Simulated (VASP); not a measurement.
Write the native input for VASP 6.6.1 that does the following.

```yaml
Task: single point
Functional: PBE
Potentials_or_basis: VASP PAW PBE potentials, release 64 (Ni, O)
Cutoff: 520 eV
k_mesh: 10 × 10 × 10
Occupations: gaussian, width 0.05 eV
Spin: collinear spin, antiferromagnetic start
Starting_moments: "[2.0, -2.0, 0.0, 0.0] μB"
Hubbard_terms: Ni d U = 6.2 eV
Dipole_correction: no
Further_INCAR_settings: ALGO = Normal; EDIFF = 1e-07; NBANDS = 28
```

The structure of NiO lies in POSCAR:

```
NiO
1.0
    0.0000000000      2.1337896542      2.1337896542
    2.1337896542      0.0000000000      2.1337896542
    4.2675793084      2.1337896542     -2.1337896542
Ni O
2 2
Direct
    0.0000000000      0.0000000000      0.0000000000
    0.5000000000      0.0000000000      0.5000000000
    0.7500000000      0.5000000000      0.2500000000
    1.2500000000      0.5000000000      0.7500000000
```

The input as run:

INCAR

```
SYSTEM = NiO
PREC     = Accurate       ! precision mode
ENCUT    = 520            ! plane-wave cutoff, eV
EDIFF    = 1E-7           ! SCF threshold, eV
ISMEAR   = 0              ! smearing method
SIGMA    = 0.05           ! smearing width, eV
LREAL    = .False.        ! projectors in reciprocal space
LASPH    = .True.         ! aspherical terms in the spheres
NELM     = 150            ! most SCF steps
ALGO     = Normal         ! electronic algorithm
ISIF     = 2              ! what is computed and relaxed
LWAVE    = .False.        ! write WAVECAR
LCHARG   = .False.        ! write CHGCAR
ISPIN    = 2              ! spin polarisation
MAGMOM   = 2 -2 0 0       ! initial moments
LORBIT   = 11             ! projections on sites
LMAXMIX  = 4              ! l up to which the mixer works
LDAU     = .True.         ! DFT+U
LDAUTYPE = 2            
LDAUL    = 2 -1           ! shell
LDAUU    = 6.2 0          ! U, eV
LDAUJ    = 0 0          
LDAUPRINT= 1            
GGA      = PE             ! functional
NBANDS   = 28             ! bands
```

KPOINTS

```
Automatic mesh
0
Gamma
  10 10 10
  0 0 0
```

Potentials or basis: VASP PAW PBE potentials, release 64 (Ni, O).

The run is started by

```sh
$ cat potpaw_PBE.64/Ni/POTCAR potpaw_PBE.64/O/POTCAR > POTCAR
$ mpirun -np 1 vasp_std > vasp.out
```

Results of the run:

```
Pressure                                              : -9.7 GPa
Band gap on the k mesh                                : 2.95 eV
Net moment                                            : 0.00 μB per cell
Site moments                                          : Ni +1.76, -1.76; O +0.00 μB
Valence electrons inside the program's atomic spheres : Ni 8.89; O 4.99
```

Caveat: the cell stands under tension.

It took 6.1 min on 1 thread of Oxide Virtual Turin-like Processor, on a shared host, peak memory 0.27 GiB.
